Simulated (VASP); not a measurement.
Wanted: the native input for a VASP 6.6.1 run.

| Property | Result |
| --- | --- |
| Task | single point |
| Functional | PBE |
| Dispersion | D4 |
| Potentials or basis | VASP PAW PBE potentials, release 64 (Au) |
| Cutoff | 520 eV |
| k mesh | 11 × 11 × 11 |
| Occupations | fermi-dirac, width 0.05 eV |
| Spin | no spin polarisation |
| Dipole correction | no |
| Further INCAR settings | ALGO = Fast; EDIFF = 1e-07; NBANDS = 12 |

The structure of Au lies in POSCAR:

```
Au
1.0
    0.0000000000      2.0074966285      2.0074966285
    2.0074966285      0.0000000000      2.0074966285
    2.0074966285      2.0074966285      0.0000000000
Au
1
Direct
    0.0000000000      0.0000000000      0.0000000000
```

These files were run (other wordings do the same):

INCAR

```
PREC = Accurate
ENCUT = 520
EDIFF = 1E-7
ISMEAR = -1
SIGMA = 0.05
LREAL = F
LASPH = T
NELM = 60
ALGO = Fast
ISIF = 2
LWAVE = F
LCHARG = F
GGA = PE
IVDW = 13
NBANDS = 12
```

KPOINTS

```
regular mesh
0
Gamma
  11 11 11
```

Potentials or basis: VASP PAW PBE potentials, release 64 (Au).

The run is started by

```bash
$ cat potpaw_PBE.64/Au/POTCAR > POTCAR
$ mpirun -np 1 vasp_std > vasp.out
```

Results of the run:

```json
{
 "Pressure": "13.1 GPa",
 "Dispersion energy per atom": "-0.712 eV"
}
```

Caveat: pairwise dispersion overbinds metals, which lowers pressure and volume.

Wall time 13 s on 1 thread of Intel(R) Xeon(R) Platinum 8259CL CPU @ 2.50GHz (Skylake/Cascade Lake), with other jobs on the host, peak memory 0.14 GiB.
